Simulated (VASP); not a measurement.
# Bi3O (P6/mmm) in VASP: a series of runs

The runs below take Bi3O through relaxation of cell and atoms, single point, with PBE.

Everything below comes from runs of VASP 6.6.1. Logs are shortened: lines on timing, memory, paths and dates and some standing lists are left out, and cuts for length are marked.

## 1. The cell of the first run

Symmetry: P6/mmm, No. 191, hexagonal system. The conventional cell has a = 4.317 Å, b = 4.317 Å, c = 6.753 Å, α = 90.00°, β = 90.00°, γ = 120.00°. Within 3.3 Å of Bi (site symmetry -6m2) lie 3 Bi at 2.49 Å and 3 O at 2.49 Å. Within 4.4 Å of Bi (site symmetry 6/mmm) lie 2 O at 3.38 Å and 18 Bi at 4.20 to 4.32 Å. Within 3.4 Å of O (site symmetry 6/mmm) lie 8 Bi at 2.49 to 3.38 Å.

The cell was generated, and may not be a known phase.

## 2. Relaxation of cell and atoms, PBE

Input file INCAR:

```
SYSTEM = Bi3O
  PREC = Accurate
  ENCUT = 600
  EDIFF = 1E-6
  ISMEAR = 0
  SIGMA = 0.1
  LREAL = .FALSE.
  LASPH = .TRUE.
  NELM = 80
  ALGO = Normal
  ISIF = 3
  LWAVE = .FALSE.
  LCHARG = .FALSE.
  GGA = PE
  IBRION = 2
  NSW = 90
  EDIFFG = -0.04
```

Input file KPOINTS:

```
regular mesh
0
G
  6 6 4
  0 0 0
```

Input file POSCAR:

```
Bi3O
1.0
    4.3166199700      0.0000000000      0.0000000000
   -2.1583099900      3.7383025500      0.0000000000
    0.0000000000      0.0000000000      6.7526983500
Bi O
3 1
Direct
    0.3333333300      0.6666666700      0.5000000000
    0.6666666700      0.3333333300      0.5000000000
    0.0000000000      0.0000000000      0.0000000000
    0.0000000000      0.0000000000      0.5000000000
```

Potentials or basis: VASP PAW PBE potentials, release 64 (Bi_d, O).

On the command line:

```console
> cat potpaw_PBE.64/Bi_d/POTCAR potpaw_PBE.64/O/POTCAR > POTCAR
> mpirun -np 1 vasp_std > vasp.out
```

OUTCAR:

```text
SYSTEM = Bi3O
   PREC = Accurate
   ENCUT = 600
   EDIFF = 1E-6
   ISMEAR = 0
   LREAL = .FALSE.
   LASPH = .TRUE.
   NELM = 80
   ISIF = 3
   GGA = PE
   IBRION = 2
   NSW = 90
   EDIFFG = -0.04

 ion  position               nearest neighbor table
   1  0.333  0.667  0.500-   2 2.49   2 2.49   4 2.49   4 2.49   4 2.49   2 2.49
   2  0.667  0.333  0.500-   1 2.49   1 2.49   4 2.49   4 2.49   4 2.49   1 2.49
   3  0.000  0.000  0.000-
   4  0.000  0.000  0.500-   1 2.49   2 2.49   2 2.49   1 2.49   2 2.49   1 2.49

  LATTYP: Found a hexagonal cell.
 ALAT       =     4.3166199700
 C/A-ratio  =     1.5643485868

  Lattice vectors:

 A1 = (   4.3166199700,   0.0000000000,   0.0000000000)
 A2 = (  -2.1583099900,   3.7383025500,   0.0000000000)
 A3 = (   0.0000000000,   0.0000000000,   6.7526983500)

Analysis of symmetry for initial positions (statically):
=====================================================================
 Subroutine PRICEL returns:
 Original cell was already a primitive cell.

 Routine SETGRP: Setting up the symmetry group for a
 hexagonal supercell.

 Subroutine GETGRP returns: Found 24 space group operations
 (whereof 24 operations were pure point group operations)
 out of a pool of 24 trial point group operations.

The static configuration has the point symmetry D_6h.

Analysis of symmetry for dynamics (positions and initial velocities):
=====================================================================
 Subroutine PRICEL returns:
 Original cell was already a primitive cell.

 Routine SETGRP: Setting up the symmetry group for a
 hexagonal supercell.

 Subroutine GETGRP returns: Found 24 space group operations
 (whereof 24 operations were pure point group operations)
 out of a pool of 24 trial point group operations.

The dynamic configuration has the point symmetry D_6h.

 Subroutine INISYM returns: Found 24 space group operations
 (whereof 24 operations are pure point group operations),
 and found     1 'primitive' translations

----------------------------------------------------------------------------------------

                                     Primitive cell

  volume of cell :     108.9672

  direct lattice vectors                    reciprocal lattice vectors
     4.316619970  0.000000000  0.000000000     0.231662738  0.133750544  0.000000000
    -2.158309990  3.738302550  0.000000000     0.000000000  0.267501088  0.000000000
     0.000000000  0.000000000  6.752698350     0.000000000  0.000000000  0.148088949

  length of vectors
     4.316619970  4.316619970  6.752698350     0.267501088  0.267501088  0.148088949

  position of ions in fractional coordinates (direct lattice)
     0.333333330  0.666666670  0.500000000
     0.666666670  0.333333330  0.500000000
     0.000000000  0.000000000  0.000000000
     0.000000000  0.000000000  0.500000000

  ion indices of the primitive-cell ions
   primitive index   ion index
                 1           1
                 2           2
                 3           3
                 4           4

----------------------------------------------------------------------------------------

 KPOINTS: regular mesh

Automatic generation of k-mesh.
 Grid dimensions read from file:
 generate k-points for:    6    6    4

 Generating k-lattice:

  Cartesian coordinates                     Fractional coordinates (reciprocal lattice)
     0.038610456  0.022291757  0.000000000     0.166666667  0.000000000  0.000000000
     0.000000000  0.044583515  0.000000000     0.000000000  0.166666667  0.000000000
     0.000000000  0.000000000  0.037022237     0.000000000  0.000000000  0.250000000

  Length of vectors
     0.044583515  0.044583515  0.037022237

  Shift w.r.t. Gamma in fractional coordinates (k-lattice)
     0.000000000  0.000000000  0.000000000

 Subroutine IBZKPT returns following result:
 ===========================================

 Found     21 irreducible k-points:

 Following reciprocal coordinates:
            Coordinates               Weight
  0.000000  0.000000  0.000000      1.000000
  0.166667  0.000000  0.000000      6.000000
  0.333333  0.000000  0.000000      6.000000
  0.500000  0.000000  0.000000      3.000000
  0.166667  0.166667  0.000000      6.000000
  0.333333  0.166667  0.000000     12.000000
[... 13 lines left out ...]
  0.333333  0.166667  0.500000     12.000000
  0.333333  0.333333  0.500000      2.000000
   k-points           NKPTS =     21   k-points in BZ     NKDIM =     21   number of bands    NBANDS=     30
   number of dos      NEDOS =    301   number of ions     NIONS =      4
   total plane-waves  NPLWV =  69984
   dimension x,y,z NGX =    36 NGY =   36 NGZ =   54
   dimension x,y,z NGXF=    72 NGYF=   72 NGZF=  108
   ions per type =               3   1
   NGX,Y,Z   is equivalent  to a cutoff of  13.86, 13.86, 13.29 a.u.
   NGXF,Y,Z  is equivalent  to a cutoff of  27.73, 27.73, 26.59 a.u.
 SYSTEM =  Bi3O
   PREC   = accura    normal or accurate (medium, high low for compatibility)
   ISTART =      0    job   : 0-new  1-cont  2-samecut
   ICHARG =      2    charge: 1-file 2-atom 10-const
   ISPIN  =      1    spin polarized calculation?
   LNONCOLLINEAR =      F non collinear calculations
   LSORBIT =      F    spin-orbit coupling
   LASPH  =      T    aspherical Exc in radial PAW
   ENCUT  =  600.0 eV  44.10 Ry    6.64 a.u.   8.62  8.62 13.49*2*pi/ulx,y,z
   NELM   =     80;   NELMIN=  2; NELMDL= -5     # of ELM steps
   EDIFF  = 0.1E-05   stopping-criterion for ELM
   LREAL  =      F    real-space projection
   EDIFFG = -.4E-01   stopping-criterion for IOM
   NSW    =     90    number of steps for IOM
   IBRION =      2    ionic relax: 0-MD 1-quasi-New 2-CG
   NFREE  =      1    steps in history (QN), initial steepest desc. (CG)
   ISIF   =      3    stress and relaxation
   ISYM   =      2    0-nonsym 1-usesym 2-fastsym
   POTIM  = 0.5000    time-step for ionic-motion
   TEBEG  =    0.0;   TEEND  =   0.0 temperature during run
   PSTRESS=    0.0 pullay stress
   NELECT =      51.0000    total number of electrons
   NUPDOWN=      -1.0000    fix difference up-down
   EMIN   =  10.00;   EMAX   =-10.00  energy-range for DOS
   EFERMI =   0.00;   METHOD = LEGACY
   ISMEAR =     0;   SIGMA  =   0.10  broadening in eV -4-tet -1-fermi 0-gaus
   EFERMI_NEDOS =   21; number of points for ismear=-14 and -15
   IALGO  =     38    algorithm
   IMIX   =      4    mixing-type and parameters
     AMIX     =   0.40;   BMIX     =  1.00
     AMIX_MAG =   1.60;   BMIX_MAG =  1.00
  volume/ion in A,a.u.               =      27.24       183.84
  Fermi-wavevector in a.u.,A,eV,Ry     =   1.271061  2.401957 21.981515  1.615596
  Thomas-Fermi vector in A             =   2.404014
   LORBIT       =      0    0 simple, 1 ext, 2 COOP (PROOUT), +10 PAW based schemes
   GGA     = PE    functional components
   LHFCALC =     F    Hartree Fock is set to
   AEXX    =    0.0000 exact exchange contribution
   IVDW    =     0    specifies the selected vdW correction
   LEPSILON=     F    determine dielectric tensor
   LRPA    =     F    only Hartree local field effects (RPA)
 conjugate gradient relaxation of ions
 non-spin polarized calculation
 Gauss-broadening in eV      SIGMA  =   0.10
  energy-cutoff  :      600.00
  volume of cell :      108.97
 maximum number of plane-waves:      3655
 NGX is ok and might be reduce to    36
   NGX = 17   NGY = 17   NGZ = 27

--------------------------------------- Ionic step        1  -------------------------------------------

 number of electron      51.0000007 magnetization

 Free energy of the ion-electron system (eV)
  ---------------------------------------------------
  ext. energy  EPLUGINS =         0.00000000
  ---------------------------------------------------
  free energy    TOTEN  =        -9.83730556 eV

  energy without entropy =       -9.80443776  energy(sigma->0) =       -9.82087166

------------------------ aborting loop because EDIFF is reached ----------------------------------------

  FORCE on cell =-STRESS in cart. coord.  units (eV):
  Direction    XX          YY          ZZ          XY          YZ          ZX
  --------------------------------------------------------------------------------------
  -------------------------------------------------------------------------------------
  Total       27.8111735     27.8111734     -1.8182605     -0.0000000      0.0000000      0.0000000
  in kB      408.9161695    408.9161689    -26.7344391     -0.0000005      0.0000000      0.0000000
  external PRESSURE =     263.6992998 kB  Pullay stress =       0.0000000 kB
[... 95 lines left out ...]
  FREE ENERGIE OF THE ION-ELECTRON SYSTEM (eV)
  ---------------------------------------------------
  free  energy   TOTEN  =       -13.5639494585 eV

  energy  without entropy=      -13.5317634715  energy(sigma->0) =      -13.54785646

 E-fermi :   4.2184     XC(G=0):  -8.7847

 val. band max:        4.2150479152   @ k =   0.3333   0.1667   0.0000
 cond. band min:       4.2525325349   @ k =   0.3333   0.0000   0.2500
 fundamental gap:      0.0374846198
 Fermi energy:         4.2184307579

 k-point     1 :       0.0000    0.0000    0.0000
  band No.  band energies     occupation
      1     -18.9995      2.00000
      2     -18.9836      2.00000
      3     -18.9799      2.00000
      4     -18.9799      2.00000
      5     -18.9481      2.00000
      6     -18.9481      2.00000
[... 682 lines left out ...]
     29       6.5355      0.00000
     30       6.5355      0.00000

 E-fermi :  10.5835     XC(G=0): -11.3672

 val. band max:       10.5636202633   @ k =   0.1667   0.0000   0.0000
 cond. band min:      10.5964725548   @ k =   0.3333   0.3333   0.2500
 fundamental gap:      0.0328522916
 Fermi energy:        10.5834569519

 k-point     1 :       0.0000    0.0000    0.0000
  band No.  band energies     occupation
      1     -17.8400      2.00000
      2     -13.2517      2.00000
      3     -13.2517      2.00000
      4     -13.0911      2.00000
      5     -13.0911      2.00000
      6     -12.6236      2.00000
[... 682 lines left out ...]
     29      12.0990      0.00000
     30      16.3603      0.00000

 E-fermi :   7.2571     XC(G=0): -10.1983

 val. band max:        7.2293652455   @ k =   0.1667   0.1667   0.5000
 cond. band min:       7.2846149975   @ k =   0.3333   0.0000   0.2500
 fundamental gap:      0.0552497520
 Fermi energy:         7.2570857261

 k-point     1 :       0.0000    0.0000    0.0000
  band No.  band energies     occupation
      1     -16.0922      2.00000
      2     -15.9196      2.00000
      3     -15.9196      2.00000
      4     -15.8114      2.00000
      5     -15.8114      2.00000
      6     -15.6791      2.00000
[... 682 lines left out ...]
     29       9.1824      0.00000
     30      12.5608      0.00000

[... ionic steps 4 to 14 ...]

--------------------------------------- Ionic step       15  -------------------------------------------

 number of electron      50.9999989 magnetization

------------------------ aborting loop because EDIFF is reached ----------------------------------------
[... 71 lines left out ...]
--------------------------------------- Ionic step       17  -------------------------------------------

 number of electron      50.9999988 magnetization

 Free energy of the ion-electron system (eV)
  ---------------------------------------------------
  ext. energy  EPLUGINS =         0.00000000
  ---------------------------------------------------
  free energy    TOTEN  =       -16.27217932 eV

  energy without entropy =      -16.24949222  energy(sigma->0) =      -16.26083577

 E-fermi :   6.1770     XC(G=0):  -9.7552

 val. band max:        6.1442652697   @ k =   0.3333   0.3333   0.0000
 cond. band min:       6.2099862215   @ k =   0.3333   0.0000   0.2500
 fundamental gap:      0.0657209518
 Fermi energy:         6.1769895836

 k-point     1 :       0.0000    0.0000    0.0000
  band No.  band energies     occupation
      1     -17.0452      2.00000
      2     -17.0169      2.00000
      3     -17.0169      2.00000
      4     -16.9167      2.00000
      5     -16.9167      2.00000
      6     -16.6874      2.00000
[... 713 lines left out ...]
  FREE ENERGIE OF THE ION-ELECTRON SYSTEM (eV)
  ---------------------------------------------------
  free  energy   TOTEN  =       -16.2721793159 eV

  energy  without entropy=      -16.2494922176  energy(sigma->0) =      -16.26083577

 reached required accuracy - stopping structural energy minimisation
```

It took 36 min on 1 thread of Intel Xeon 8259CL, shared host; peak memory 0.31 GiB.

Results:

```yaml
Free_energy: -16.2722 eV
Relaxed_volume: 28.11 Å³/atom
Relaxed_cell: a = 5.341 Å, b = 5.341 Å, c = 4.551 Å, α = 90.00°, β = 90.00°, γ = 120.00°
Space_group_after_relaxing_to_0.1_Å: P6/mmm (No. 191)
Pressure_after_relaxing: 0.0 GPa
Band_gap_on_the_k_mesh: zero (an odd number of electrons rules out a gap without spin polarisation)
```

Final structure:
```yaml
crystal:
  lattice:
    - [5.34113, 0.00000, 0.00000]
    - [-2.67056, 4.62555, 0.00000]
    - [0.00000, 0.00000, 4.55088]
  atoms:
    - { symbol: Bi, position: [0.33333, 0.66667, 0.50000] }
    - { symbol: Bi, position: [0.66667, 0.33333, 0.50000] }
    - { symbol: Bi, position: [0.00000, 0.00000, 0.00000] }
    - { symbol: O, position: [0.00000, 0.00000, 0.50000] }
```

Caveat: a cell axis changed by over 15 % at a fixed basis, so the end point is rough; spin-orbit coupling is left out, which moves the levels of the heavy elements.

## 3. Single point, PBE

This run uses another cell than the first one, of 28.34 Å³/atom.

Input file INCAR:

```
SYSTEM = Bi3O
PREC = Accurate ; ENCUT = 520
EDIFF = 1E-7 ; ISMEAR = 0
SIGMA = 0.1 ; LREAL = .False.
LASPH = .True. ; NELM = 60
ALGO = Normal ; ISIF = 2
LWAVE = .False. ; LCHARG = .False.
GGA = PE ; NBANDS = 34
```

Input file KPOINTS:

```
regular mesh
0
Gamma
  12 12 10
  0 0 0
```

Input file POSCAR:

```
Bi3O
1.0
    5.3897987958      0.0000000000      0.0000000000
   -2.6948993979      4.6677026785      0.0000000000
    0.0000000000      0.0000000000      4.5062311020
Bi O
3 1
Direct
    0.3333333333      0.6666666667      0.5000000000
    0.6666666667      0.3333333333      0.5000000000
    0.0000000000      0.0000000000      0.0000000000
    0.0000000000      0.0000000000      0.5000000000
```

Potentials or basis: VASP PAW PBE potentials, release 64 (Bi_d, O).

On the command line:

```console
> cat potpaw_PBE.64/Bi_d/POTCAR potpaw_PBE.64/O/POTCAR > POTCAR
> mpirun -np 1 vasp_std > vasp.out
```

OUTCAR:

```text
SYSTEM = Bi3O
   PREC = Accurate
   ENCUT = 520
   EDIFF = 1E-7
   ISMEAR = 0
   LREAL = .False.
   LASPH = .True.
   NELM = 60
   ISIF = 2
   GGA = PE

 ion  position               nearest neighbor table
   1  0.333  0.667  0.500-   2 3.11   2 3.11   2 3.11   3 3.84   3 3.84   3 3.84   3 3.84   3 3.84
                             3 3.84
   2  0.667  0.333  0.500-   1 3.11   1 3.11   1 3.11   3 3.84   3 3.84   3 3.84   3 3.84   3 3.84
                             3 3.84
   3  0.000  0.000  0.000-   4 2.25   4 2.25   1 3.84   1 3.84   2 3.84   2 3.84   2 3.84   2 3.84
                             1 3.84   1 3.84   2 3.84   2 3.84   1 3.84   1 3.84
   4  0.000  0.000  0.500-   3 2.25   3 2.25

  LATTYP: Found a hexagonal cell.
 ALAT       =     5.3897987958
[... 1088 lines left out ...]
  -------------------------------------------------------------------------------------
  Total       -0.0423847     -0.0423847      0.0430067     -0.0000000     -0.0000000      0.0000000
  in kB       -0.5990056     -0.5990056      0.6077953     -0.0000000     -0.0000000      0.0000000
  external PRESSURE =      -0.1967386 kB  Pullay stress =       0.0000000 kB

 VOLUME and BASIS-vectors are now :
 -----------------------------------------------------------------------------
  energy-cutoff  :      520.00
  volume of cell :      113.37
      direct lattice vectors                 reciprocal lattice vectors
     5.389798796  0.000000000  0.000000000     0.185535683  0.107119076  0.000000000
    -2.694899398  4.667702679  0.000000000     0.000000000  0.214238153  0.000000000
     0.000000000  0.000000000  4.506231102     0.000000000  0.000000000  0.221914939

 POSITION                                       TOTAL-FORCE (eV/Angst)
 -----------------------------------------------------------------------------------
     -0.00000      3.11180      2.25312         0.000000      0.000000      0.000000
      2.69490      1.55590      2.25312        -0.000000      0.000000     -0.000000
      0.00000      0.00000      0.00000        -0.000000      0.000000     -0.000000
      0.00000      0.00000      2.25312        -0.000000      0.000000     -0.000000
 -----------------------------------------------------------------------------------
    total drift:                               -0.000000      0.000000      0.000000

  FREE ENERGIE OF THE ION-ELECTRON SYSTEM (eV)
  ---------------------------------------------------
  free  energy   TOTEN  =       -16.4269623751 eV

  energy  without entropy=      -16.4163321064  energy(sigma->0) =      -16.42164724
```

stdout:

```text
POSCAR found type information on POSCAR BiO
 POSCAR found :  2 types and       4 ions
 scaLAPACK will be used
 LDA part: xc-table for (Slater+PW92), standard interpolation
 POSCAR, INCAR and KPOINTS ok, starting setup
 FFT: planning ... GRIDC
 FFT: planning ... GRID_SOFT
 FFT: planning ... GRID
 WAVECAR not read
 entering main loop
```

Run time: 13 min. Hardware: 1 thread of Intel Xeon 8259CL, shared host; peak memory 0.47 GiB.

Results:

| Item | Value |
| --- | --- |
| Free energy | -16.4270 eV |
| Pressure | 0.0 GPa |
| Band gap on the k mesh | zero (an odd number of electrons rules out a gap without spin polarisation) |

Stress tensor (GPa, compression positive):
```
-0.06  0.00  0.00
 0.00 -0.06  0.00
 0.00  0.00  0.06
```

Caveat: spin-orbit coupling is left out, which moves the levels of the heavy elements.

The gap in the log of VASP goes by the Fermi energy; the results here count the filled bands.